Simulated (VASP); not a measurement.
TiAl3, 4 atoms in the cell. The structure is tetragonal, space group I4/mmm (No. 139). The conventional cell has a = 3.815 Å, b = 3.815 Å, c = 8.553 Å, α = 90.00°, β = 90.00°, γ = 90.00°. Ti (site symmetry 4/mmm) has 12 Al at 2.70 to 2.87 Å within 3.6 Å. Within 3.6 Å of Al (site symmetry 4/mmm) lie 4 Ti at 2.70 Å and 8 Al at 2.87 Å. Within 3.6 Å of Al (site symmetry -4m2) lie 8 Al at 2.70 to 2.87 Å and 4 Ti at 2.87 Å. 

- Program: VASP 6.6.1
- Task: single point
- Functional: PBEsol
- Potentials or basis: VASP PAW PBE potentials, release 64 (Ti_sv, Al)
- Cutoff: 520 eV
- k mesh: 14 × 14 × 14
- Occupations: gaussian, width 0.15 eV
- Spin: no spin polarisation
- Dipole correction: no
- Further INCAR settings: ALGO = Fast; EDIFF = 1e-06; NBANDS = 18

Potentials or basis: VASP PAW PBE potentials, release 64 (Ti_sv, Al).

Command:

```console
$ cat potpaw_PBE.64/Ti_sv/POTCAR potpaw_PBE.64/Al/POTCAR > POTCAR
$ mpirun -np 1 vasp_std > vasp.out
```

Hardware: 1 thread of Intel(R) Xeon(R) Platinum 8259CL CPU @ 2.50GHz (Skylake/Cascade Lake), on a shared host.

Q: Estimate the wall time of this run.

A: Run time: 20 min on 1 thread of Intel(R) Xeon(R) Platinum 8259CL CPU @ 2.50GHz (Skylake/Cascade Lake) (shared host), peak memory 0.43 GiB. Counts: scf iterations 28, k points 244.
